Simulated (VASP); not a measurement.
Here is a VASP 6.6.1 calculation.

Contents of INCAR:

```
PREC = Accurate ; ENCUT = 520
EDIFF = 1E-6 ; ISMEAR = -1
SIGMA = 0.05 ; LREAL = F
LASPH = T ; NELM = 60
ALGO = Normal ; ISIF = 2
LWAVE = F ; LCHARG = F
GGA = PE ; NBANDS = 13
```

Contents of KPOINTS:

```
regular mesh
0
Gamma
  11 11 11
```

The input POSCAR:

```
Te
1.0
    0.0000000000      3.2274350907      3.2274350907
    3.2274350907      0.0000000000      3.2274350907
    3.2274350907      3.2274350907      0.0000000000
Te
2
Direct
   -0.1250000000     -0.1250000000     -0.1250000000
    0.1250000000      0.1250000000      0.1250000000
```

Potentials or basis: VASP PAW PBE potentials, release 64 (Te).

The run is started by

```sh
$ cat potpaw_PBE.64/Te/POTCAR > POTCAR
$ mpirun -np 1 vasp_std > vasp.out
```

**Question.** Predict the pressure.

**Answer.** 17.1 GPa.

**Question.** Estimate the band gap on the k mesh.

**Answer.** Zero (bands 6 and 7 overlap by 1.67 eV).

Caveat: the cell stands under pressure; spin-orbit coupling is left out, which moves the levels of the heavy elements.
